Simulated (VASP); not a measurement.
The system is Sr.

```xyz
2
Lattice="0.0000 4.2364 4.2364 4.2364 0.0000 4.2364 4.2364 4.2364 0.0000" Properties=species:S:1:pos:R:3 pbc="T T T"
Sr    1.0591    1.0591    1.0591
Sr    7.4137    7.4137    7.4137
```

```yaml
Program: VASP 6.6.1
Task: relaxation of cell and atoms
Functional: PBEsol
Potentials_or_basis: VASP PAW PBE potentials, release 64 (Sr_sv)
Cutoff: 600 eV
k_mesh: 7 × 7 × 7
Occupations: fermi-dirac, width 0.1 eV
Spin: no spin polarisation
```

At the start: pressure 1.1 GPa; volume 76.03 Å³/atom.

Q: Where does the relaxation end?

A: Over 4 steps the energy falls by 82.2 meV/atom and the volume is 102.90 Å³/atom (+35.3 %); space group Fd-3m (No. 227, to 0.05 Å).

Step by step:
```
step  energy change (eV)  largest force (eV/Å)  pressure (GPa)  volume (Å³)
   1              0.0000                0.0000            1.08       152.06
   2             -0.0677                0.0000            0.80       163.63
   3             -0.1637                0.0000            0.06       201.84
   4             -0.1643                0.0000            0.00       205.79
```

Final structure:
```
CELL_PARAMETERS angstrom
0.00000 4.68598 4.68598
4.68598 0.00000 4.68598
4.68598 4.68598 0.00000
ATOMIC_POSITIONS crystal
Sr 0.12500 0.12500 0.12500
Sr 0.87500 0.87500 0.87500
```

Caveat: the volume moved by over 15 % at a fixed basis, so the end points are rough; the PAW data sets were made with another functional, which shifts forces and pressure a little.
